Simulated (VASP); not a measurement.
Here is a VASP 6.6.1 calculation.

INCAR

```
ALGO = Normal ; EDIFF = 1E-6
ENCUT = 520 ; GGA = PS
ISIF = 2 ; ISMEAR = -1
ISPIN = 2 ; LASPH = True
LCHARG = False ; LMAXMIX = 4
LORBIT = 11 ; LREAL = False
LWAVE = False ; MAGMOM = 2.5
NBANDS = 14 ; NELM = 150
PREC = Accurate ; SIGMA = 0.08
```

File KPOINTS:

```
k-points
0
Gamma
  22 22 22
```

The input POSCAR:

```
Fe
1.0
   -1.3940650116      1.3940650116      1.3940650116
    1.3940650116     -1.3940650116      1.3940650116
    1.3940650116      1.3940650116     -1.3940650116
Fe
1
Direct
    0.0000000000      0.0000000000      0.0000000000
```

Potentials or basis: VASP PAW PBE potentials, release 64 (Fe).

Launch:

```bash
$ cat potpaw_PBE.64/Fe/POTCAR > POTCAR
$ mpirun -np 1 vasp_std > vasp.out
```

Q: Predict the site moments.

A: Fe +2.10 μB.

Q: What does it give for the net moment?

A: 2.12 μB per cell.

Q: Estimate the pressure.

A: -0.1 GPa.

Caveat: the PAW data sets were made with another functional, which shifts forces and pressure a little.
